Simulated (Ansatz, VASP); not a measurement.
## Two plane-wave programs on Bi

The input INCAR:

```
  ALGO = Normal
  EDIFF = 1E-7
  ENCUT = 520
  GGA = PS
  ISIF = 2
  ISMEAR = 0
  LASPH = T
  LCHARG = F
  LREAL = F
  LWAVE = F
  NBANDS = 38
  NELM = 100
  PREC = Accurate
  SIGMA = 0.1
```

The input KPOINTS:

```
k-points
0
Gamma
  10 10 10
```

Contents of POSCAR:

```
Bi
1.0
   -4.3150541280      4.3150541280      2.0340897994
    4.3150541280     -4.3150541280      2.0340897994
    4.3150541280      4.3150541280     -2.0340897994
Bi
4
Direct
    0.8458426114      0.3477626309      0.1929161015
    0.1548465293      0.6529265098      0.8070838985
    0.3470734902      0.1541573886      0.5019200195
    0.6522373691      0.8451534707      0.4980799805
```

Input for Ansatz:

```yaml
crystal:
  lattice:
    - [-4.315054128, 4.315054128, 2.0340897994]
    - [4.315054128, -4.315054128, 2.0340897994]
    - [4.315054128, 4.315054128, -2.0340897994]
  atoms:
    - { symbol: Bi, position: [0.8458426114, 0.3477626309, 0.1929161015] }
    - { symbol: Bi, position: [0.1548465293, 0.6529265098, 0.8070838985] }
    - { symbol: Bi, position: [0.3470734902, 0.1541573886, 0.5019200195] }
    - { symbol: Bi, position: [0.6522373691, 0.8451534707, 0.4980799805] }
basis:
  ecutwfc: 420
kpoints:
  mp_grid: { grid: [10, 10, 10] }
hamiltonian:
  xc: pbesol
scf:
  occupations: { method: gaussian, width: 0.1 }
output:
  forces: true
  stress: true
  eigenvalues: true
```

Alike in both runs: task single point; functional PBEsol; k mesh 10 × 10 × 10; occupations gaussian, width 0.1 eV; no spin polarisation.

|  | VASP | Ansatz |
| --- | --- | --- |
| version | VASP 6.6.1 | Ansatz 0.2.0 |
| potentials or method | VASP PAW PBE potentials, release 64 (Bi_d), cutoff 520 eV | scalar-relativistic, plane waves, PAW |
| valence electrons in the cell | 60 | 60 |

|  | VASP | Ansatz | Ansatz less VASP |
| --- | --- | --- | --- |
| gap on the k mesh at the Fermi level (eV) | none | none | - |
| pressure (GPa) | 0.3 | 0.4 | +0.06 |
| traceless stress, the component that is largest in VASP (GPa) | 1.27 | 1.27 | +0.002 |
| rms of the force components (eV/Å) | 0.284 | 0.282 | -0.0021 |

VASP's potentials were made for PBE, not for PBEsol. Atom by atom the forces differ by 0.002 eV/Å (rms over components). A gap of «none» marks a metal or a gap that the smearing closes. With one functional, cell and mesh, what is left measures potentials, basis and numerics.

Neither program's run includes spin-orbit coupling.
